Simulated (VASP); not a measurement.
Write the native input for VASP 6.6.1 that does the following.

| Property | Result |
| --- | --- |
| Task | single point |
| Functional | LDA |
| Potentials or basis | VASP PAW LDA potentials, release 64 (Au) |
| Cutoff | 520 eV |
| k mesh | 13 × 13 × 13 |
| Occupations | gaussian, width 0.03 eV |
| Spin | no spin polarisation |
| Dipole correction | no |
| Further INCAR settings | ALGO = Normal; EDIFF = 1e-06; NBANDS = 12 |

The structure of Au lies in POSCAR:

```
Au
1.0
    0.0000000000      2.0229622709      2.0229622709
    2.0229622709      0.0000000000      2.0229622709
    2.0229622709      2.0229622709      0.0000000000
Au
1
Direct
    0.0000000000      0.0000000000      0.0000000000
```

One way to write it, as run:

INCAR

```
SYSTEM = Au
PREC = Accurate ; ENCUT = 520
EDIFF = 1E-6 ; ISMEAR = 0
SIGMA = 0.03 ; LREAL = .FALSE.
LASPH = .TRUE. ; NELM = 60
ALGO = Normal ; ISIF = 2
LWAVE = .FALSE. ; LCHARG = .FALSE.
NBANDS = 12
```

KPOINTS

```
regular mesh
0
G
  13 13 13
  0 0 0
```

Potentials or basis: VASP PAW LDA potentials, release 64 (Au).

Launch:

```console
$ cat potpaw_LDA.64/Au/POTCAR > POTCAR
$ mpirun -np 1 vasp_std > vasp.out
```

Results of the run:

The pressure is 0.4 GPa.

Wall time 6.3 s on 1 thread of Intel(R) Xeon(R) Platinum 8488C (Sapphire Rapids), on a shared host, peak memory 0.14 GiB.
